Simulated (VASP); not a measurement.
Write the native input for VASP 6.6.1 that does the following.

```yaml
Task: relaxation of cell and atoms
Functional: r2SCAN
Potentials_or_basis: VASP PAW PBE potentials, release 64 (Ta_pv, Si)
Cutoff: 600 eV
k_mesh: 4 × 4 × 4
Occupations: gaussian, width 0.1 eV
Spin: no spin polarisation
Dipole_correction: no
Further_INCAR_settings: ALGO = Normal; EDIFF = 1e-06; IBRION = 2; EDIFFG = -0.04; NSW = 90; ISIF = 3
```

Crystal: TaSi2.

```
Ta Si
1.0
     4.51829    0.00000    0.00000
     0.00000    4.51829    0.00000
     0.00000    0.00000    4.51829
Ta Si
2 4
Direct
  0.00000 0.00000 0.00000
  0.50000 0.50000 0.50000
  0.25000 0.25000 0.25000
  0.25000 0.75000 0.75000
  0.75000 0.75000 0.25000
  0.75000 0.25000 0.75000
```

The input as run:

POSCAR

```
TaSi2
1.0
    4.5182925375      0.0000000000      0.0000000000
    0.0000000000      4.5182925375      0.0000000000
    0.0000000000      0.0000000000      4.5182925375
Ta Si
2 4
Direct
    0.0000000000      0.0000000000      0.0000000000
    0.5000000000      0.5000000000      0.5000000000
    0.2500000000      0.2500000000      0.2500000000
    0.2500000000      0.7500000000      0.7500000000
    0.7500000000      0.7500000000      0.2500000000
    0.7500000000      0.2500000000      0.7500000000
```

INCAR.step1

```
  PREC = Accurate
  ENCUT = 600
  ISMEAR = 0
  SIGMA = 0.1
  LREAL = F
  LASPH = T
  NELM = 100
  GGA = PE
  ALGO = Normal
  EDIFF = 1E-4
  LWAVE = T
  LCHARG = F
```

INCAR.step2

```
  PREC = Accurate
  ENCUT = 600
  EDIFF = 1E-6
  ISMEAR = 0
  SIGMA = 0.1
  LREAL = F
  LASPH = T
  NELM = 100
  ALGO = Normal
  ISIF = 3
  LWAVE = F
  LCHARG = F
  METAGGA = R2SCAN
  LMIXTAU = T
  IBRION = 2
  NSW = 90
  EDIFFG = -0.04
  ISTART = 1
```

KPOINTS

```
regular mesh
0
Gamma
  4 4 4
```

Potentials or basis: VASP PAW PBE potentials, release 64 (Ta_pv, Si).

Command:

```bash
$ cat potpaw_PBE.64/Ta_pv/POTCAR potpaw_PBE.64/Si/POTCAR > POTCAR
$ cp INCAR.step1 INCAR
$ mpirun -np 1 vasp_std > vasp.out
$ cp INCAR.step2 INCAR
$ mpirun -np 1 vasp_std > vasp.out
```

It gave:

```yaml
Relaxed_volume: 29.68 Å³/atom
Relaxed_cell: a = 5.626 Å, b = 5.626 Å, c = 5.626 Å, α = 90.00°, β = 90.00°, γ = 90.00°
Space_group_after_relaxing_to_0.1_Å: Pn-3m (No. 224)
Energy_gained_by_relaxing: 3421.2 meV/atom
Ionic_steps: 5
Pressure_after_relaxing: 0.1 GPa
Band_gap_on_the_k_mesh: zero (bands 19 and 20 overlap by 0.76 eV)
```

Caveat: the volume moved by over 15 % at a fixed basis, so the end points are rough; the PAW data sets were made with another functional, which shifts forces and pressure a little; spin-orbit coupling is left out, which moves the levels of the heavy elements.

It took 5.5 min on 1 thread of Intel(R) Xeon(R) Platinum 8488C (Sapphire Rapids), on a shared host, peak memory 0.23 GiB.
